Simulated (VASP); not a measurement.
# MgI2 (P-3m1) in VASP: notebook

The runs below take MgI2 through electric field gradients, with PBE, r2SCAN.

Everything below comes from runs of VASP 6.6.1. Logs are shortened: lines on timing, memory, paths and dates and some standing lists are left out, and cuts for length are marked.

**1. The cell of the first run**

It takes space group P-3m1 (No. 164, trigonal). The conventional cell has a = 4.154 Å, b = 4.154 Å, c = 6.862 Å, α = 90.00°, β = 90.00°, γ = 120.00°. Within 3.8 Å of Mg (site symmetry -3m) lie 6 I at 2.92 Å. I (site symmetry 3m) has 3 Mg at 2.92 Å within 3.8 Å.

**2. Electric field gradients, PBE**

INCAR reads:

```
ALGO = Normal
EDIFF = 1E-8
ENCUT = 520
GGA = PE
ISIF = 2
ISMEAR = -1
LASPH = T
LCHARG = F
LEFG = T
LREAL = F
LWAVE = F
NBANDS = 15
NELM = 60
PREC = Accurate
SIGMA = 0.02
```

KPOINTS reads:

```
k-points
0
Gamma
  8 8 4
```

POSCAR reads:

```
MgI2
1.0
    4.1537001214      0.0000000000      0.0000000000
   -2.0768500607      3.5972098248      0.0000000000
    0.0000000000      0.0000000000      6.8620000000
Mg I
1 2
Direct
    0.0000000000      0.0000000000      0.0000000000
    0.3333333333      0.6666666667      0.7576300000
    0.6666666667      0.3333333333      0.2423700000
```

Potentials or basis: VASP PAW PBE potentials, release 64 (Mg, I).

Launch:

```sh
$ cat potpaw_PBE.64/Mg/POTCAR potpaw_PBE.64/I/POTCAR > POTCAR
$ mpirun -np 1 vasp_std > vasp.out
```

OUTCAR:

```text
EDIFF = 1E-8
   ENCUT = 520
   GGA = PE
   ISIF = 2
   ISMEAR = -1
   LASPH = T
   LREAL = F
   NELM = 60
   PREC = Accurate

 ion  position               nearest neighbor table
   1  0.000  0.000  0.000-   2 2.92   3 2.92   2 2.92   3 2.92   3 2.92   2 2.92
   2  0.333  0.667  0.758-   1 2.92   1 2.92   1 2.92
   3  0.667  0.333  0.242-   1 2.92   1 2.92   1 2.92

  LATTYP: Found a hexagonal cell.
 ALAT       =     4.1537001214
 C/A-ratio  =     1.6520210413

  Lattice vectors:

 A1 = (   4.1537001214,   0.0000000000,   0.0000000000)
 A2 = (  -2.0768500607,   3.5972098248,   0.0000000000)
 A3 = (   0.0000000000,   0.0000000000,   6.8620000000)

Analysis of symmetry for initial positions (statically):
=====================================================================
 Subroutine PRICEL returns:
 Original cell was already a primitive cell.

 Routine SETGRP: Setting up the symmetry group for a
 hexagonal supercell.

 Subroutine GETGRP returns: Found 12 space group operations
 (whereof 12 operations were pure point group operations)
 out of a pool of 24 trial point group operations.

The static configuration has the point symmetry D_3d.

Analysis of symmetry for dynamics (positions and initial velocities):
=====================================================================
 Subroutine PRICEL returns:
 Original cell was already a primitive cell.

 Routine SETGRP: Setting up the symmetry group for a
 hexagonal supercell.

 Subroutine GETGRP returns: Found 12 space group operations
 (whereof 12 operations were pure point group operations)
 out of a pool of 24 trial point group operations.

The dynamic configuration has the point symmetry D_3d.

 Subroutine INISYM returns: Found 12 space group operations
 (whereof 12 operations are pure point group operations),
 and found     1 'primitive' translations

----------------------------------------------------------------------------------------

                                     Primitive cell

  volume of cell :     102.5302

  direct lattice vectors                    reciprocal lattice vectors
     4.153700121  0.000000000  0.000000000     0.240749205  0.138996618  0.000000000
    -2.076850061  3.597209825  0.000000000     0.000000000  0.277993236  0.000000000
     0.000000000  0.000000000  6.862000000     0.000000000  0.000000000  0.145730108

  length of vectors
     4.153700121  4.153700121  6.862000000     0.277993236  0.277993236  0.145730108

  position of ions in fractional coordinates (direct lattice)
     0.000000000  0.000000000  0.000000000
     0.333333333  0.666666667  0.757630000
     0.666666667  0.333333333  0.242370000

  ion indices of the primitive-cell ions
   primitive index   ion index
                 1           1
                 2           2
                 3           3

----------------------------------------------------------------------------------------

 KPOINTS: k-points

Automatic generation of k-mesh.
 Grid dimensions read from file:
 generate k-points for:    8    8    4

 Generating k-lattice:

  Cartesian coordinates                     Fractional coordinates (reciprocal lattice)
     0.030093651  0.017374577  0.000000000     0.125000000  0.000000000  0.000000000
     0.000000000  0.034749155  0.000000000     0.000000000  0.125000000  0.000000000
     0.000000000  0.000000000  0.036432527     0.000000000  0.000000000  0.250000000

  Length of vectors
     0.034749155  0.034749155  0.036432527

  Shift w.r.t. Gamma in fractional coordinates (k-lattice)
     0.000000000  0.000000000  0.000000000

 Subroutine IBZKPT returns following result:
 ===========================================

 Found     35 irreducible k-points:

 Following reciprocal coordinates:
            Coordinates               Weight
  0.000000  0.000000  0.000000      1.000000
  0.125000  0.000000  0.000000      6.000000
  0.250000  0.000000  0.000000      6.000000
  0.375000 -0.000000  0.000000      6.000000
  0.500000  0.000000  0.000000      3.000000
  0.125000  0.125000  0.000000      6.000000
[... 16 lines left out ...]
 -0.125000  0.500000  0.250000     12.000000
  0.250000  0.250000  0.250000     12.000000
 [... further k-points ...]
   k-points           NKPTS =     35   k-points in BZ     NKDIM =     35   number of bands    NBANDS=     15
   number of dos      NEDOS =    301   number of ions     NIONS =      3
   total plane-waves  NPLWV =  55296
   dimension x,y,z NGX =    32 NGY =   32 NGZ =   54
   dimension x,y,z NGXF=    64 NGYF=   64 NGZF=  108
   ions per type =               1   2
   NGX,Y,Z   is equivalent  to a cutoff of  12.81, 12.81, 13.08 a.u.
   NGXF,Y,Z  is equivalent  to a cutoff of  25.62, 25.62, 26.17 a.u.
 SYSTEM =  unknown system
   PREC   = accura    normal or accurate (medium, high low for compatibility)
   ISTART =      0    job   : 0-new  1-cont  2-samecut
   ICHARG =      2    charge: 1-file 2-atom 10-const
   ISPIN  =      1    spin polarized calculation?
   LNONCOLLINEAR =      F non collinear calculations
   LSORBIT =      F    spin-orbit coupling
   LASPH  =      T    aspherical Exc in radial PAW
   ENCUT  =  520.0 eV  38.22 Ry    6.18 a.u.   7.72  7.72 12.76*2*pi/ulx,y,z
   NELM   =     60;   NELMIN=  2; NELMDL= -5     # of ELM steps
   EDIFF  = 0.1E-07   stopping-criterion for ELM
   LREAL  =      F    real-space projection
   EDIFFG = 0.1E-06   stopping-criterion for IOM
   NSW    =      0    number of steps for IOM
   IBRION =     -1    ionic relax: 0-MD 1-quasi-New 2-CG
   NFREE  =      0    steps in history (QN), initial steepest desc. (CG)
   ISIF   =      2    stress and relaxation
   ISYM   =      2    0-nonsym 1-usesym 2-fastsym
   POTIM  = 0.5000    time-step for ionic-motion
   TEBEG  =    0.0;   TEEND  =   0.0 temperature during run
   PSTRESS=    0.0 pullay stress
   NELECT =      16.0000    total number of electrons
   NUPDOWN=      -1.0000    fix difference up-down
   EMIN   =  10.00;   EMAX   =-10.00  energy-range for DOS
   EFERMI =   0.00;   METHOD = LEGACY
   ISMEAR =    -1;   SIGMA  =   0.02  broadening in eV -4-tet -1-fermi 0-gaus
   EFERMI_NEDOS =   21; number of points for ismear=-14 and -15
   IALGO  =     38    algorithm
   IMIX   =      4    mixing-type and parameters
     AMIX     =   0.40;   BMIX     =  1.00
     AMIX_MAG =   1.60;   BMIX_MAG =  1.00
  volume/ion in A,a.u.               =      34.18       230.64
  Fermi-wavevector in a.u.,A,eV,Ry     =   0.881382  1.665571 10.569477  0.776835
  Thomas-Fermi vector in A             =   2.001871
   LORBIT       =      0    0 simple, 1 ext, 2 COOP (PROOUT), +10 PAW based schemes
   GGA     = PE    functional components
   LHFCALC =     F    Hartree Fock is set to
   AEXX    =    0.0000 exact exchange contribution
   IVDW    =     0    specifies the selected vdW correction
   LEPSILON=     F    determine dielectric tensor
   LRPA    =     F    only Hartree local field effects (RPA)
 non-spin polarized calculation
  energy-cutoff  :      520.00
  volume of cell :      102.53
 maximum number of plane-waves:      2798
 NGX is ok and might be reduce to    32
   NGX = 15   NGY = 15   NGZ = 25

 number of electron      16.0000001 magnetization

 Free energy of the ion-electron system (eV)
  ---------------------------------------------------
  ext. energy  EPLUGINS =         0.00000000
  ---------------------------------------------------
  free energy    TOTEN  =        -7.69651476 eV

  energy without entropy =       -7.69651476  energy(sigma->0) =       -7.69651476

 E-fermi :   2.7307     XC(G=0):  -8.2137

 val. band max:        2.3266385882   @ k =   0.0000   0.0000   0.0000
 cond. band min:       5.8333480900   @ k =   0.5000   0.0000   0.2500
 fundamental gap:      3.5067095017
 Fermi energy:         2.7307067627

 k-point     1 :       0.0000    0.0000    0.0000
  band No.  band energies     occupation
      1      -9.7690      2.00000
      2      -9.0526      2.00000
      3      -1.2269      2.00000
      4       1.8502      2.00000
      5       1.8502      2.00000
      6       2.2342      2.00000
      7       2.2342      2.00000
      8       2.3266      2.00000
      9       6.0136      0.00000
     10       7.0757      0.00000
     11       8.9964      0.00000
     12       8.9964      0.00000
     13       9.7941      0.00000
     14      10.4541      0.00000
     15      10.4541      0.00000

 k-point     2 :       0.1250    0.0000    0.0000
  band No.  band energies     occupation
      1      -9.6877      2.00000
      2      -9.0107      2.00000
      3      -1.1146      2.00000
      4       1.2311      2.00000
      5       1.6546      2.00000
      6       1.6894      2.00000
      7       2.2123      2.00000
      8       2.2729      2.00000
      9       6.6302      0.00000
     10       7.6222      0.00000
     11       8.4334      0.00000
     12       9.2360      0.00000
     13       9.7900      0.00000
     14      10.3184      0.00000
     15      10.6955      0.00000

 k-point     3 :       0.2500    0.0000    0.0000
  band No.  band energies     occupation
      1      -9.4707      2.00000
      2      -8.9143      2.00000
      3      -0.8511      2.00000
      4       0.1368      2.00000
      5       0.7772      2.00000
      6       1.3016      2.00000
      7       2.0732      2.00000
      8       2.0803      2.00000
      9       6.7929      0.00000
     10       7.7735      0.00000
     11       8.6693      0.00000
     12       9.4756      0.00000
     13       9.4819      0.00000
     14      10.3468      0.00000
     15      11.2820      0.00000
[... 343 lines left out ...]
 k-point    23 :      -0.1250    0.5000    0.2500
  band No.  band energies     occupation
      1      -9.0380      2.00000
      2      -8.8584      2.00000
      3      -1.1602      2.00000
      4      -0.6407      2.00000
      5       0.5513      2.00000
      6       0.7735      2.00000
      7       1.4374      2.00000
      8       1.7107      2.00000
      9       6.3373      0.00000
     10       7.8123      0.00000
     11       8.6003      0.00000
     12       9.0069      0.00000
     13       9.3973      0.00000
     14      11.5331      0.00000
     15      12.3622      0.00000

 k-point    24 :       0.2500    0.2500    0.2500
  band No.  band energies     occupation
      1      -9.0483      2.00000
      2      -8.8498      2.00000
      3      -0.9755      2.00000
      4      -0.4415      2.00000
      5       0.1730      2.00000
      6       0.7239      2.00000
      7       1.1350      2.00000
      8       1.7781      2.00000
      9       6.7259      0.00000
     10       8.2473      0.00000
     11       9.1250      0.00000
     12       9.4483      0.00000
     13       9.9031      0.00000
     14      10.0745      0.00000
     15      11.2056      0.00000

 [... further k-points ...]

------------------------ aborting loop because EDIFF is reached ----------------------------------------

  FORCE on cell =-STRESS in cart. coord.  units (eV):
  Direction    XX          YY          ZZ          XY          YZ          ZX
  --------------------------------------------------------------------------------------
  -------------------------------------------------------------------------------------
  Total        0.7125034      0.7125034      0.8882258      0.0000000      0.0000000      0.0000000
  in kB       11.1338636     11.1338636     13.8797721      0.0000000      0.0000000      0.0000000
  external PRESSURE =      12.0491664 kB  Pullay stress =       0.0000000 kB

 VOLUME and BASIS-vectors are now :
 -----------------------------------------------------------------------------
  energy-cutoff  :      520.00
  volume of cell :      102.53
      direct lattice vectors                 reciprocal lattice vectors
     4.153700121  0.000000000  0.000000000     0.240749205  0.138996618  0.000000000
    -2.076850061  3.597209825  0.000000000     0.000000000  0.277993236  0.000000000
     0.000000000  0.000000000  6.862000000     0.000000000  0.000000000  0.145730108

 POSITION                                       TOTAL-FORCE (eV/Angst)
 -----------------------------------------------------------------------------------
      0.00000      0.00000      0.00000        -0.000000      0.000000      0.000000
     -0.00000      2.39814      5.19886         0.000000      0.000000     -0.028766
      2.07685      1.19907      1.66314        -0.000000      0.000000      0.028766
 -----------------------------------------------------------------------------------
    total drift:                               -0.000000      0.000000     -0.000000

  FREE ENERGIE OF THE ION-ELECTRON SYSTEM (eV)
  ---------------------------------------------------
  free  energy   TOTEN  =        -7.6965147619 eV

  energy  without entropy=       -7.6965147619  energy(sigma->0) =       -7.69651476

 Electric field gradients (V/A^2)
---------------------------------------------------------------------
 ion       V_xx      V_yy      V_zz      V_xy      V_xz      V_yz
---------------------------------------------------------------------
   1      -0.126    -0.126     0.252    -0.000    -0.000     0.000
   2      24.537    24.537   -49.074    -0.000     0.000    -0.000
   3      24.537    24.537   -49.074    -0.000     0.000    -0.000
---------------------------------------------------------------------

 Electric field gradients after diagonalization (V/A^2)
 (convention: |V_zz| > |V_xx| > |V_yy|)
----------------------------------------------------------------------
 ion       V_xx      V_yy      V_zz     asymmetry (V_yy - V_xx)/ V_zz
----------------------------------------------------------------------
   1      -0.126    -0.126     0.252       0.000
   2      24.537    24.537   -49.074       0.000
   3      24.537    24.537   -49.074       0.000
----------------------------------------------------------------------

           NMR quadrupolar parameters

 Cq : quadrupolar parameter    Cq=e*Q*V_zz/h
 eta: asymmetry parameters     (V_yy - V_xx)/ V_zz
 Q  : nuclear electric quadrupole moment in mb (millibarn)
----------------------------------------------------------------------
 ion       Cq(MHz)       eta       Q (mb)
----------------------------------------------------------------------
   1       0.001       0.000       1.000
   2      -0.119       0.000       1.000
   3      -0.119       0.000       1.000
----------------------------------------------------------------------
```

Wall time 50 s (1 thread of Intel Xeon Platinum 8488C (Sapphire Rapids), shared host); peak memory 0.24 GiB.

What came out:

| Property | Result |
| --- | --- |
| Free energy | -7.6965 eV |
| Pressure | 1.2 GPa |
| Largest force | 0.029 eV/Å |
| Band gap on the k mesh | 3.51 eV (least direct gap 3.69 eV) |
| Largest electric field gradient by atom | Mg +0.3; I -49.1 V/Å² |

Forces in eV/Å, atoms in the order of the input:
```
Mg   0.000  0.000  0.000
I    0.000  0.000 -0.029
I    0.000  0.000  0.029
```

Stress tensor (GPa, compression positive):
```
1.11 0.00 0.00
0.00 1.11 0.00
0.00 0.00 1.39
```

Electric field gradients, principal values (V/Å²):
| atom | least | middle | greatest (by size) |
| --- | --- | --- | --- |
| 1 Mg | -0.126 | -0.126 | 0.252 |
| 2 I | 24.537 | 24.537 | -49.074 |
| 3 I | 24.537 | 24.537 | -49.074 |

Caveat: without QUAD_EFG the Cq values of the log hold for a quadrupole moment of 1 mb, not for the nuclei; spin-orbit coupling is left out, which moves the levels of the heavy elements; this functional lacks dispersion, which binds the layers, so the pressure and a relaxed spacing across them are unreliable. As with any semilocal functional, this PBE gap is likely too small.

[end of part 1 of 2]
